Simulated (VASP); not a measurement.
Here is a VASP 6.6.1 calculation.

Contents of INCAR:

```
SYSTEM = TiBr
ALGO = Normal
EDIFF = 1E-6
ENCUT = 520
GGA = PE
ISIF = 2
ISMEAR = 0
ISPIN = 2
LASPH = .True.
LCHARG = .False.
LMAXMIX = 4
LORBIT = 11
LREAL = .False.
LWAVE = .False.
MAGMOM = 1.58 0
NBANDS = 20
NELM = 150
PREC = Accurate
SIGMA = 0.1
```

Contents of KPOINTS:

```
k-points
0
Gamma
  16 16 16
  0 0 0
```

POSCAR

```
TiBr
1.0
    0.0000000000      2.9951997847      2.9951997847
    2.9951997847      0.0000000000      2.9951997847
    2.9951997847      2.9951997847      0.0000000000
Ti Br
1 1
Direct
    0.0000000000      0.0000000000      0.0000000000
    0.7500000000      0.7500000000      0.7500000000
```

Potentials or basis: VASP PAW PBE potentials, release 64 (Ti_sv, Br).

The run is started by

```console
$ cat potpaw_PBE.64/Ti_sv/POTCAR potpaw_PBE.64/Br/POTCAR > POTCAR
$ mpirun -np 1 vasp_std > vasp.out
```

Problem. Predict the pressure.

Solution. 0.1 GPa.

Problem. Estimate the net moment.

Solution. 2.48 μB per cell.

Problem. Predict the site moments.

Solution. Ti +1.74; Br +0.01 μB.
